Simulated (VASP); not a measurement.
Crystal: CO2.

```
C O
1.0
     4.42669    0.00000    0.00000
     0.00000    4.42669    0.00000
     0.00000    0.00000    4.80898
C O
2 4
Direct
  0.50000 0.50000 0.50000
  0.00000 0.00000 0.00000
  0.31325 0.68675 0.50000
  0.68675 0.31325 0.50000
  0.18675 0.18675 0.00000
  0.81325 0.81325 0.00000
```

```yaml
Program: VASP 6.6.1
Task: relaxation of cell and atoms
Functional: PBE
Dispersion: D3(BJ)
Potentials_or_basis: VASP PAW PBE potentials, release 64 (C, O)
Cutoff: 600 eV
k_mesh: 6 × 6 × 6
Occupations: gaussian, width 0.02 eV
Spin: no spin polarisation
```

At the start: pressure 1.2 GPa; volume 15.71 Å³/atom.

Where does the relaxation end?

Over 12 steps the energy falls by 2.2 meV/atom and the volume is 14.85 Å³/atom (-5.5 %); space group P4_2/mnm (No. 136, to 0.1 Å) before and after.

Step by step:
```tsv
step	energy change (eV)	largest force (eV/Å)	pressure (GPa)	volume (Å³)
1	0.0000	0.6059	1.22	94.23
2	0.2280	3.1794	-8.86	95.87
3	-0.0064	0.0000	-0.36	94.46
4	-0.0064	0.0210	-0.31	94.45
5	-0.0064	0.0319	-0.29	94.45
6	-0.0072	0.0315	-0.27	94.12
7	-0.0091	0.0299	-0.22	93.15
8	-0.0120	0.0310	-0.10	91.24
9	-0.0125	0.0471	0.27	87.48
10	-0.0132	0.0435	0.11	89.10
11	0.0049	0.9473	-2.63	88.94
12	-0.0133	0.0016	-0.01	89.09
```

Final structure:
```cif
data_structure
_symmetry_space_group_name_H-M 'P 1'
_symmetry_Int_Tables_number 1
_cell_length_a 4.3579
_cell_length_b 4.3579
_cell_length_c 4.6910
_cell_angle_alpha 90.000
_cell_angle_beta 90.000
_cell_angle_gamma 90.000
_cell_volume 89.09
loop_
_atom_site_label
_atom_site_type_symbol
_atom_site_fract_x
_atom_site_fract_y
_atom_site_fract_z
_atom_site_occupancy
C1 C 0.50000 0.50000 0.50000 1
C2 C 0.00000 0.00000 0.00000 1
O1 O 0.30945 0.69055 0.50000 1
O2 O 0.69055 0.30945 0.50000 1
O3 O 0.19055 0.19055 0.00000 1
O4 O 0.80945 0.80945 0.00000 1
```
